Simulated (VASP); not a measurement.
Crystal: Sn2TeO3.

```
CELL_PARAMETERS angstrom
3.55350 0.00000 0.00000
0.00000 3.55350 0.00000
0.00000 0.00000 11.25220
ATOMIC_POSITIONS crystal
Sn 0.00000 0.00000 0.33344
Sn 0.00000 0.00000 0.66656
Te 0.00000 0.00000 0.00000
O 0.50000 0.50000 0.17872
O 0.50000 0.50000 0.50000
O 0.50000 0.50000 0.82128
```

The cell was generated, and may not be a known phase.

* Program: VASP 6.6.1
* Task: relaxation of cell and atoms
* Functional: PBE
* Potentials or basis: VASP PAW PBE potentials, release 64 (Sn_d, Te, O)
* Cutoff: 600 eV
* k mesh: 6 × 6 × 2
* Occupations: gaussian, width 0.1 eV
* Spin: no spin polarisation

At the start: pressure -16.0 GPa; volume 23.68 Å³/atom.

How do energy, volume and symmetry change on relaxing?

Over 41 steps the energy falls by 833.5 meV/atom and the volume is 19.30 Å³/atom (-18.5 %); space group P4/mmm (No. 123, to 0.1 Å) before and after.

Step by step:
| step | energy change (eV) | largest force (eV/Å) | pressure (GPa) | volume (Å³) |
| --- | --- | --- | --- | --- |
| 1 | 0.0000 | 0.6767 | -16.03 | 142.09 |
| 3 | -3.9102 | 0.6901 | -0.12 | 91.99 |
| 5 | -3.9564 | 0.6257 | 1.03 | 91.09 |
| 7 | -4.4088 | 0.7953 | 3.36 | 90.69 |
| 9 | -4.5920 | 0.2554 | 5.65 | 90.48 |
| 11 | -4.6326 | 0.3425 | 6.13 | 91.14 |
| 13 | -4.6845 | 0.6563 | 1.32 | 98.07 |
| 15 | -4.7297 | 0.4867 | 1.95 | 96.34 |
| 17 | -4.7417 | 0.4700 | -3.55 | 101.95 |
| 19 | -4.7945 | 0.1995 | -0.69 | 98.91 |
| 21 | -4.8049 | 0.2376 | 0.52 | 98.09 |
| 23 | -4.8285 | 0.3274 | 0.13 | 99.05 |
| 25 | -4.8225 | 0.8900 | -0.97 | 103.36 |
| 27 | -4.8571 | 0.5162 | -0.33 | 101.22 |
| 29 | -4.8951 | 0.4496 | 0.75 | 102.12 |
| 31 | -4.9207 | 0.3250 | 2.32 | 104.00 |
| 33 | -4.9871 | 0.1654 | 1.08 | 110.89 |
| 35 | -4.9982 | 0.0831 | 0.69 | 115.56 |
| 37 | -5.0005 | 0.0668 | 0.21 | 115.61 |
| 39 | -5.0007 | 0.0798 | 0.00 | 115.72 |
| 41 | -5.0012 | 0.0100 | -0.03 | 115.81 |

Final structure:
```yaml
crystal:
  lattice:
    - [3.01326, 0.00000, 0.00000]
    - [0.00000, 3.01326, 0.00000]
    - [0.00000, 0.00000, 12.75489]
  atoms:
    - { symbol: Sn, position: [0.00000, 0.00000, 0.36644] }
    - { symbol: Sn, position: [0.00000, 0.00000, 0.63356] }
    - { symbol: Te, position: [0.00000, 0.00000, 0.00000] }
    - { symbol: O, position: [0.50000, 0.50000, 0.29378] }
    - { symbol: O, position: [0.50000, 0.50000, 0.50000] }
    - { symbol: O, position: [0.50000, 0.50000, 0.70622] }
```

Caveat: the volume moved by over 15 % at a fixed basis, so the end points are rough.
